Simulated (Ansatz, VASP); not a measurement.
# One calculation of CsSbSI2, two programs

```
Cs Sb S I
1.0
     6.32170    0.00000    0.00000
     0.00000    6.32170    0.00000
     0.00000    0.00000    5.08504
Cs Sb S I
1 1 1 2
Direct
  0.00000 0.00000 0.00000
  0.50000 0.50000 0.50000
  0.50000 0.50000 0.00000
  0.00000 0.50000 0.50000
  0.50000 0.00000 0.50000
```

Alike in both runs: functional PBE; k mesh 1 × 1 × 1; occupations gaussian, width 0.1 eV; no spin polarisation.

Ansatz relaxed the structure, and its values are those at the end. VASP's run is a single point on that final structure, the one shown.

|  | VASP | Ansatz |
| --- | --- | --- |
| version | VASP 6.6.1 | Ansatz 0.2.0 |
| potentials or method | VASP PAW PBE potentials, release 64 (Cs_sv, Sb, S, I), cutoff 520 eV | scalar-relativistic, plane waves, PAW |
| valence electrons in the cell | 34 | 64 |

```csv
,VASP,Ansatz,Ansatz less VASP
gap on the k mesh at the Fermi level (eV),2.95,2.97,+0.021
least direct gap on the mesh (eV),2.95,2.97,+0.021
pressure (GPa),1.8,1.9,+0.03
```

With one functional, cell and mesh, what is left measures potentials, basis and numerics. VASP's potentials hold 34 valence electrons a cell and Ansatz's 64, so a difference there can come from the potentials and not from the codes. Ansatz's warnings: stress scf threshold loose.

The k mesh is coarse, so the values compare programs but aren't converged. Neither program's run includes spin-orbit coupling.
